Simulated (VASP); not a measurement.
# Ni (P6_3/mmc) in VASP: a series of runs, part 2 of 2

VASP 6.6.1.

### 3 Single point, r2SCAN

This run uses another cell than the first one, of 10.45 Å³/atom, 0.990 times its volume.

The input, POSCAR:

```
Ni
1.0
    2.4458476632      0.0000000000      0.0000000000
   -1.2229238316      2.1181662101      0.0000000000
    0.0000000000      0.0000000000      4.0343469480
Ni
2
Direct
    0.3333333333      0.6666666667      0.2500000000
    0.6666666667      0.3333333333      0.7500000000
```

The input, INCAR.step1:

```
PREC = Accurate ; ENCUT = 520
ISMEAR = -1 ; SIGMA = 0.1
LREAL = F ; LASPH = T
NELM = 60 ; NBANDS = 17
GGA = PE ; ALGO = Normal
EDIFF = 1E-4 ; LWAVE = T
LCHARG = F
```

The input, INCAR.step2:

```
PREC = Accurate ; ENCUT = 520
EDIFF = 1E-6 ; ISMEAR = -1
SIGMA = 0.1 ; LREAL = F
LASPH = T ; NELM = 60
ALGO = Normal ; ISIF = 2
LWAVE = F ; LCHARG = F
METAGGA = R2SCAN ; LMIXTAU = T
NBANDS = 17 ; ISTART = 1
```

The input, KPOINTS:

```
Automatic mesh
0
Gamma
  14 14 8
```

Potentials or basis: VASP PAW PBE potentials, release 64 (Ni).

Started as:

```bash
cat potpaw_PBE.64/Ni/POTCAR > POTCAR
cp INCAR.step1 INCAR
mpirun -np 1 vasp_std > vasp.out
cp INCAR.step2 INCAR
mpirun -np 1 vasp_std > vasp.out
```

OUTCAR:

```text
PREC = Accurate
   ENCUT = 520
   EDIFF = 1E-6
   ISMEAR = -1
   LREAL = F
   LASPH = T
   NELM = 60
   ISIF = 2
   METAGGA = R2SCAN
   ISTART = 1

 ion  position               nearest neighbor table
   1  0.333  0.667  0.250-   2 2.46   2 2.46   2 2.46   2 2.46   2 2.46   2 2.46
   2  0.667  0.333  0.750-   1 2.46   1 2.46   1 2.46   1 2.46   1 2.46   1 2.46

  LATTYP: Found a hexagonal cell.
 ALAT       =     2.4458476632
 C/A-ratio  =     1.6494677934

  Lattice vectors:

 A1 = (   2.4458476632,   0.0000000000,   0.0000000000)
 A2 = (  -1.2229238316,   2.1181662101,   0.0000000000)
 A3 = (   0.0000000000,   0.0000000000,   4.0343469480)

Analysis of symmetry for initial positions (statically):
=====================================================================
 Subroutine PRICEL returns:
 Original cell was already a primitive cell.

 Routine SETGRP: Setting up the symmetry group for a
 hexagonal supercell.

 Subroutine GETGRP returns: Found 24 space group operations
 (whereof 12 operations were pure point group operations)
 out of a pool of 24 trial point group operations.
[... 157 lines left out ...]
  ---------------------------------------------------
  ext. energy  EPLUGINS =         0.00000000
  ---------------------------------------------------
  free energy    TOTEN  =       -23.69278965 eV

  energy without entropy =      -23.51275928  energy(sigma->0) =      -23.60277446

 E-fermi :   9.5802     XC(G=0): -14.6281

 val. band max:        9.5788453200   @ k =   0.3571   0.1429   0.1250
 cond. band min:       9.5814973440   @ k =   0.4286   0.0714   0.1250
 fundamental gap:      0.0026520240
 Fermi energy:         9.5802367524

 k-point     1 :       0.0000    0.0000    0.0000
  band No.  band energies     occupation
      1       0.1030      2.00000
      2       4.7727      2.00000
      3       7.5359      2.00000
      4       7.6202      2.00000
      5       7.6202      2.00000
      6       7.9133      2.00000
[... 457 lines left out ...]
      4       6.3781      2.00000
      5       7.2652      2.00000
      6       7.3510      2.00000
[... 9 lines left out ...]
     16      23.8631      0.00000
     17      25.8613      0.00000

 [... further k-points ...]
[... 5 lines left out ...]
  --------------------------------------------------------------------------------------
  -------------------------------------------------------------------------------------
  Total        0.0871268      0.0871268      0.0688053      0.0000000      0.0000000      0.0000000
  in kB        6.6788204      6.6788204      5.2743604      0.0000000      0.0000000      0.0000000
  external PRESSURE =       6.2106671 kB  Pullay stress =       0.0000000 kB

 VOLUME and BASIS-vectors are now :
 -----------------------------------------------------------------------------
  energy-cutoff  :      520.00
  volume of cell :       20.90
      direct lattice vectors                 reciprocal lattice vectors
     2.445847663  0.000000000  0.000000000     0.408856208  0.236053242  0.000000000
    -1.222923832  2.118166210  0.000000000     0.000000000  0.472106483  0.000000000
     0.000000000  0.000000000  4.034346948     0.000000000  0.000000000  0.247871592

 POSITION                                       TOTAL-FORCE (eV/Angst)
 -----------------------------------------------------------------------------------
     -0.00000      1.41211      1.00859        -0.000000      0.000000      0.000000
      1.22292      0.70606      3.02576         0.000000     -0.000000      0.000000
 -----------------------------------------------------------------------------------
    total drift:                                0.000000      0.000000     -0.000000

  FREE ENERGIE OF THE ION-ELECTRON SYSTEM (eV)
  ---------------------------------------------------
  free  energy   TOTEN  =       -23.6927896470 eV

  energy  without entropy=      -23.5127592829  energy(sigma->0) =      -23.60277446
```

OUTCAR.step1:

```text
PREC = Accurate
   ENCUT = 520
   ISMEAR = -1
   LREAL = F
   LASPH = T
   NELM = 60
[... 701 lines left out ...]
 -----------------------------------------------------------------------------------
     -0.00000      1.41211      1.00859         0.000000     -0.000000      0.000000
      1.22292      0.70606      3.02576         0.000000      0.000000      0.000000
 -----------------------------------------------------------------------------------
    total drift:                                0.000000      0.000000     -0.000000

  FREE ENERGIE OF THE ION-ELECTRON SYSTEM (eV)
  ---------------------------------------------------
  free  energy   TOTEN  =       -10.8642678538 eV

  energy  without entropy=      -10.6801846559  energy(sigma->0) =      -10.77222625
```

OSZICAR.step1:

```text
N       E                     dE             d eps       ncg     rms          rms(c)
DAV:   1     0.871441453498E+02    0.87144E+02   -0.98161E+03  4288   0.175E+03
DAV:   2    -0.982204089489E+01   -0.96966E+02   -0.91118E+02  4083   0.254E+02
DAV:   3    -0.128968240334E+02   -0.30748E+01   -0.29935E+01  4593   0.592E+01
DAV:   4    -0.129319290148E+02   -0.35105E-01   -0.35090E-01  5058   0.545E+00
DAV:   5    -0.129327041439E+02   -0.77513E-03   -0.77511E-03  4799   0.744E-01    0.143E+01
DAV:   6    -0.114824309718E+02    0.14503E+01   -0.97638E+00  4220   0.692E+01    0.792E+00
DAV:   7    -0.109029778116E+02    0.57945E+00   -0.19416E+00  4423   0.281E+01    0.268E+00
DAV:   8    -0.108677441979E+02    0.35234E-01   -0.14340E-02  6262   0.213E+00    0.729E-01
DAV:   9    -0.108642566062E+02    0.34876E-02   -0.93544E-04  6087   0.392E-01    0.529E-02
DAV:  10    -0.108642678538E+02   -0.11248E-04   -0.52923E-05  2856   0.759E-02
   1 F= -.10864268E+02 E0= -.10772226E+02  d E =-.184083E+00
```

Wall time 2 min (1 thread of Intel Xeon Platinum 8488C (Sapphire Rapids), shared host); peak memory 0.15 GiB.

Results:

```yaml
Free_energy: -23.6928 eV
Pressure: 0.6 GPa
Band_gap_on_the_k_mesh: zero (band 10 reaches 9.69 eV, above the bottom of band 11 at 9.07 eV)
```

Caveat: the PAW data sets were made with another functional, which shifts forces and pressure a little; the run has no spin polarisation, though such a crystal can be magnetic.

### 4 Single point, r2SCAN (volume scaled by 0.88)

The input, POSCAR:

```
Ni
1.0
    2.3438166122      0.0000000000      0.0000000000
   -1.1719083061      2.0298047280      0.0000000000
    0.0000000000      0.0000000000      3.8660500154
Ni
2
Direct
    0.3333333333      0.6666666667      0.2500000000
    0.6666666667      0.3333333333      0.7500000000
```

The input, INCAR.step1:

```
ALGO = Normal
EDIFF = 1E-4
ENCUT = 520
GGA = PE
ISMEAR = -1
LASPH = True
LCHARG = False
LREAL = False
LWAVE = True
NBANDS = 17
NELM = 80
PREC = Accurate
SIGMA = 0.1
```

The input, INCAR.step2:

```
ALGO = Normal
EDIFF = 1E-6
ENCUT = 520
ISIF = 2
ISMEAR = -1
ISTART = 1
LASPH = True
LCHARG = True
LELF = True
LMIXTAU = True
LREAL = False
LVHAR = True
LWAVE = False
METAGGA = R2SCAN
NBANDS = 17
NELM = 80
PREC = Accurate
SIGMA = 0.1
```

The input, KPOINTS:

```
k-points
0
Gamma
  17 17 9
```

Started as:

```bash
cat potpaw_PBE.64/Ni/POTCAR > POTCAR
cp INCAR.step1 INCAR
mpirun -np 1 vasp_std > vasp.out
cp INCAR.step2 INCAR
mpirun -np 1 vasp_std > vasp.out
```

Wall time 2.1 min (1 thread of Intel Xeon Platinum 8488C (Sapphire Rapids), shared host); peak memory 0.17 GiB.

Results (log left out):

```yaml
Free_energy: -23.4122 eV
Pressure: 39.7 GPa
Band_gap_on_the_k_mesh: zero (band 10 reaches 11.74 eV, above the bottom of band 11 at 11.09 eV)
```

Stress tensor (GPa, compression positive):
```
39.82  0.00  0.00
 0.00 39.82  0.00
 0.00  0.00 39.60
```

Levels at points of the mesh, in eV from the Fermi level:
```csv
k point,band 8,band 9,band 10,band 11,band 12,band 13
"(0.00, 0.00, 0.00)",-1.46,-1.46,-0.63,-0.23,-0.23,7.51
```

Caveat: the cell differs from its parent crystal (volume scaled by 0.88); the PAW data sets were made with another functional, which shifts forces and pressure a little; the run has no spin polarisation, though such a crystal can be magnetic. Spin polarisation is off, so any magnetic state and its effect on volume and gap are missing.

### 5 Summary

```tsv
spin	cell	k mesh	gap on the mesh (eV)	pressure (GPa)
collinear, ferromagnetic start	a = 2.449, b = 2.449, c = 4.066 Å, angles 90.0, 90.0, 120.0°, 2 atoms	8 × 8 × 4	none	0.1
off	a = 2.446, b = 2.446, c = 4.034 Å, angles 90.0, 90.0, 120.0°, 2 atoms	14 × 14 × 8	none	0.6
off	a = 2.344, b = 2.344, c = 3.866 Å, angles 90.0, 90.0, 120.0°, 2 atoms	17 × 17 × 9	none	39.7
```

Alike in all rows: task single point; level r2SCAN; potentials or basis VASP PAW PBE potentials, release 64 (Ni); cutoff (eV) 520; smearing fermi-dirac 0.1 eV.

Caveats: some runs use coarse meshes; the PAW data sets were made with another functional, which shifts forces and pressure a little.

Total energies depend on the potentials used, so only differences within one code and one set of settings carry meaning.
